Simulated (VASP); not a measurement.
B2Ir2Rh, 5 atoms in the cell. The structure is tetragonal, space group I4/mmm (No. 139). The conventional cell has a = 2.819 Å, b = 2.819 Å, c = 14.192 Å, α = 90.00°, β = 90.00°, γ = 90.00°. Ir (site symmetry 4mm) has 4 B at 2.12 Å and 4 Rh at 2.79 Å and 4 Ir at 2.82 Å within 2.9 Å. Within 2.6 Å of B (site symmetry -4m2) lie 4 B at 1.99 Å and 4 Ir at 2.12 Å. Rh (site symmetry 4/mmm) has 8 Ir at 2.79 Å and 8 Rh at 2.82 to 3.99 Å and 8 B at 3.82 Å within 4.0 Å. 

- Program: VASP 6.6.1
- Task: single point
- Functional: r2SCAN
- Potentials or basis: VASP PAW PBE potentials, release 64 (Ir, B, Rh_pv)
- Cutoff: 520 eV
- k mesh: 6 × 6 × 6
- Occupations: methfessel-paxton, width 0.1901 eV
- Spin: no spin polarisation
- Dipole correction: no
- Further INCAR settings: ALGO = Normal; EDIFF = 1e-07; NBANDS = 28

Potentials or basis: VASP PAW PBE potentials, release 64 (Ir, B, Rh_pv).

Launch:

```sh
$ cat potpaw_PBE.64/Ir/POTCAR potpaw_PBE.64/B/POTCAR potpaw_PBE.64/Rh_pv/POTCAR > POTCAR
$ cp INCAR.step1 INCAR
$ mpirun -np 1 vasp_std > vasp.out
$ cp INCAR.step2 INCAR
$ mpirun -np 1 vasp_std > vasp.out
```

Hardware: 1 thread of Intel(R) Xeon(R) Platinum 8488C (Sapphire Rapids) (shared host).

Q: Estimate the wall time of this run.

A: Wall time 110 s on 1 thread of Intel(R) Xeon(R) Platinum 8488C (Sapphire Rapids) (shared host), peak memory 0.2 GiB. Counts: k points 30.
